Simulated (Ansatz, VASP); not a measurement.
# Se in VASP and in Ansatz

File INCAR:

```
SYSTEM = Se
  ALGO = Normal
  EDIFF = 1E-8
  ENCUT = 520
  GGA = PE
  ISIF = 2
  ISMEAR = -1
  LASPH = .TRUE.
  LCHARG = .FALSE.
  LEFG = .TRUE.
  LREAL = .FALSE.
  LWAVE = .FALSE.
  NBANDS = 16
  NELM = 80
  PREC = Accurate
  SIGMA = 0.03
```

File KPOINTS:

```
k-points
0
G
  8 8 6
  0 0 0
```

File POSCAR:

```
Se
1.0
    4.3551696776      0.0435516968      0.0435516968
   -2.1398679630      3.7499117302      0.0159410274
    0.0494945000      0.0494945000      4.9494500000
Se
3
Direct
    0.2170000000      0.0000000000      0.1666666667
    0.0000000000      0.2170000000      0.8333333333
    0.7830000000      0.7830000000      0.5000000000
```

Input for Ansatz:

```yaml
crystal:
  lattice:
    - [4.3551696776, 0.0435516968, 0.0435516968]
    - [-2.139867963, 3.7499117302, 0.0159410274]
    - [0.0494945, 0.0494945, 4.94945]
  atoms:
    - { symbol: Se, position: [0.217, 0.0, 0.1666666667] }
    - { symbol: Se, position: [0.0, 0.217, 0.8333333333] }
    - { symbol: Se, position: [0.783, 0.783, 0.5] }
kpoints:
  mp_grid: { grid: [8, 8, 6] }
scf:
  occupations: { method: fermi_dirac, width: 0.03 }
hamiltonian:
  xc: pbe
  pseudopotentials: { kind: all_electron, datasets: crystal }
output:
  forces: true
  stress: true
  eigenvalues: true
  efg: { contact_densities: true }
```

Change from the starting cell: equal xy, yz and zx shear strains of +2 %, crystal datasets.

Alike in both runs: task electric field gradients; functional PBE; k mesh 8 × 8 × 6; occupations fermi-dirac, width 0.03 eV; no spin polarisation.

```csv
,VASP,Ansatz
version,VASP 6.6.1,Ansatz 0.2.0
potentials or method,"VASP PAW PBE potentials, release 64 (Se), cutoff 520 eV","all-electron PAW with datasets made for the crystal, scalar-relativistic"
```

```tsv
	VASP	Ansatz	Ansatz less VASP
pressure (GPa)	5.7	5.6	-0.19
traceless stress, the component that is largest in VASP (GPa)	1.92	1.84	-0.082
rms of the force components (eV/Å)	0.710	0.680	-0.0291
size of Vzz on the site where it differs most (V/Å²)	504.9	527.1	+22.22
```

Atom by atom the forces differ by 0.029 eV/Å (rms over components). Ansatz ran all-electron here, and VASP with PAW potentials.
